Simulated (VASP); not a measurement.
A run of VASP 6.6.1:

POSCAR

```
KBr
1.0
    0.0000000000      3.3022478291      3.3022478291
    3.3022478291      0.0000000000      3.3022478291
    3.3022478291      3.3022478291      0.0000000000
K Br
1 1
Direct
    0.0000000000      0.0000000000      0.0000000000
    0.5000000000      0.5000000000      0.5000000000
```

The input INCAR.step1:

```
PREC = Accurate ; ENCUT = 600
EDIFF = 1E-5 ; ISMEAR = -1
SIGMA = 0.02 ; LREAL = False
LASPH = True ; NELM = 60
ALGO = Normal ; LWAVE = True
LCHARG = False ; GGA = PE
NBANDS = 15
```

The input INCAR.step2:

```
PREC = Accurate ; ENCUT = 600
EDIFF = 1E-7 ; ISMEAR = -1
SIGMA = 0.02 ; LREAL = False
LASPH = True ; NELM = 60
ALGO = Normal ; ISIF = 3
LWAVE = False ; LCHARG = False
GGA = PE ; LHFCALC = True
HFSCREEN = 0.2079 ; PRECFOCK = Normal
IBRION = 2 ; NSW = 80
EDIFFG = -0.005 ; ISTART = 1
```

The input KPOINTS:

```
Automatic mesh
0
Gamma
  4 4 4
```

Potentials or basis: VASP PAW PBE potentials, release 64 (K_sv, Br).

Launch:

```sh
$ cat potpaw_PBE.64/K_sv/POTCAR potpaw_PBE.64/Br/POTCAR > POTCAR
$ cp INCAR.step1 INCAR
$ mpirun -np 1 vasp_std > vasp.out
$ cp INCAR.step2 INCAR
$ mpirun -np 1 vasp_std > vasp.out
```

Hardware: 1 thread of Intel(R) Xeon(R) 6975P-C (Granite Rapids), with other jobs on the host.

How long does it take, and how much memory?

Run time: 21 min on 1 thread of Intel(R) Xeon(R) 6975P-C (Granite Rapids) (shared host), peak memory 0.36 GiB. Counts: k points 8, ion steps 4.
